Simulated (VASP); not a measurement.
Here is a VASP 6.6.1 calculation.

INCAR

```
SYSTEM = TiO2
  PREC = Accurate
  ENCUT = 600
  EDIFF = 1E-6
  ISMEAR = -1
  SIGMA = 0.05
  LREAL = .False.
  LASPH = .True.
  NELM = 120
  ALGO = Normal
  ISIF = 2
  LWAVE = .False.
  LCHARG = .False.
  GGA = LIBXC
  LIBXC1 = GGA_X_B88
  LIBXC2 = GGA_C_PBE
  NBANDS = 60
  GGA_COMPAT = .False.
```

File KPOINTS:

```
regular mesh
0
Gamma
  8 8 4
  0 0 0
```

Contents of POSCAR:

```
TiO2
1.0
    6.0704105496     -1.8580131025      0.0000000000
    6.0704105496      1.8580131025      0.0000000000
   -1.9022644521      0.0000000000      6.2434298064
Ti O
4 8
Direct
    0.9000710000      0.9000710000      0.2896020000
    0.1952860000      0.1952860000      0.2837620000
    0.0999290000      0.0999290000      0.7103980000
    0.8047140000      0.8047140000      0.7162380000
    0.3619310000      0.3619310000      0.2933970000
    0.2634885000      0.2634885000      0.6525000000
    0.8671885000      0.8671885000      0.9952910000
    0.7365115000      0.7365115000      0.3475000000
    0.9416475000      0.9416475000      0.6300210000
    0.1328115000      0.1328115000      0.0047090000
    0.6380690000      0.6380690000      0.7066030000
    0.0583525000      0.0583525000      0.3699790000
```

Potentials or basis: VASP PAW PBE potentials, release 64 (Ti_sv, O).

Command:

```sh
$ cat potpaw_PBE.64/Ti_sv/POTCAR potpaw_PBE.64/O/POTCAR > POTCAR
$ mpirun -np 1 vasp_std > vasp.out
```

Task: What does it give for the largest force?

Result: 0.200 eV/Å.

Task: What does it give for the pressure?

Result: 7.5 GPa.

Task: Predict the band gap on the k mesh.

Result: 2.87 eV (least direct gap 3.04 eV).

Stress tensor (GPa, compression positive):
```
7.46 0.00 0.18
0.00 7.25 0.00
0.18 0.00 7.84
```

Caveat: the cell stands under pressure; the PAW data sets were made with another functional, which shifts forces and pressure a little. A k mesh can miss the band edges.
